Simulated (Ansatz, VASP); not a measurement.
**Sn: VASP beside Ansatz**

POSCAR

```
Sn
1.0
    0.0000000000      3.2456000000      3.4890200000
    3.2456000000      0.0000000000      3.4890200000
    3.2456000000      3.2456000000      0.0000000000
Sn
2
Direct
    0.5000000000      0.5000000000      0.5000000000
    0.7500000000      0.7500000000      0.7500000000
```

The input INCAR.step1:

```
ALGO     = Normal         # electronic algorithm
EDIFF    = 1E-4           # SCF threshold, eV
ENCUT    = 520            # plane-wave cutoff, eV
GGA      = PE             # functional
ISMEAR   = 0              # smearing method
LASPH    = T              # aspherical terms in the spheres
LCHARG   = F              # write CHGCAR
LREAL    = F              # projectors in reciprocal space
LWAVE    = T              # write WAVECAR
NBANDS   = 21             # bands
NELM     = 60             # most SCF steps
PREC     = Accurate       # precision mode
SIGMA    = 0.15           # smearing width, eV
```

File INCAR.step2:

```
ALGO     = Normal         # electronic algorithm
EDIFF    = 1E-6           # SCF threshold, eV
ENCUT    = 520            # plane-wave cutoff, eV
ISIF     = 2              # what is computed and relaxed
ISMEAR   = 0              # smearing method
ISTART   = 1            
LASPH    = T              # aspherical terms in the spheres
LCHARG   = T              # write CHGCAR
LELF     = T              # ELF
LMIXTAU  = T            
LREAL    = F              # projectors in reciprocal space
LVHAR    = T            
LWAVE    = F              # write WAVECAR
METAGGA  = R2SCAN         # meta-GGA
NBANDS   = 21             # bands
NELM     = 60             # most SCF steps
PREC     = Accurate       # precision mode
SIGMA    = 0.15           # smearing width, eV
```

File KPOINTS:

```
k-points
0
Gamma
  12 12 12
```

Input for Ansatz:

```yaml
crystal:
  lattice:
    - [0.0, 3.2456, 3.48902]
    - [3.2456, 0.0, 3.48902]
    - [3.2456, 3.2456, 0.0]
  atoms:
    - { symbol: Sn, position: [0.5, 0.5, 0.5] }
    - { symbol: Sn, position: [0.75, 0.75, 0.75] }
basis:
  ecutwfc: 500
kpoints:
  mp_grid: { grid: [12, 12, 12] }
hamiltonian:
  xc: r2scan
scf:
  occupations: { method: gaussian, width: 0.15 }
output:
  forces: true
  stress: true
  eigenvalues: true
```

Change from the starting cell: strain +0.0750 x Voigt [0, 0, 1, 0, 0, 0], atoms carried along.

Alike in both runs: task single point; functional r2SCAN; k mesh 12 × 12 × 12; occupations gaussian, width 0.15 eV; no spin polarisation.

|  | VASP | Ansatz |
| --- | --- | --- |
| version | VASP 6.6.1 | Ansatz 0.2.0 |
| potentials or method | VASP PAW PBE potentials, release 64 (Sn_d), cutoff 520 eV | scalar-relativistic, plane waves, PAW |
| valence electrons in the cell | 28 | 28 |

|  | VASP | Ansatz | Ansatz less VASP |
| --- | --- | --- | --- |
| gap on the k mesh at the Fermi level (eV) | none | none | - |
| pressure (GPa) | -1.5 | -1.5 | +0.04 |
| traceless stress, the component that is largest in VASP (GPa) | -1.81 | -1.82 | -0.002 |

VASP's potentials were made for PBE, not for r2SCAN. A gap of «none» marks a metal or a gap that the smearing closes. With one functional, cell and mesh, what is left measures potentials, basis and numerics.
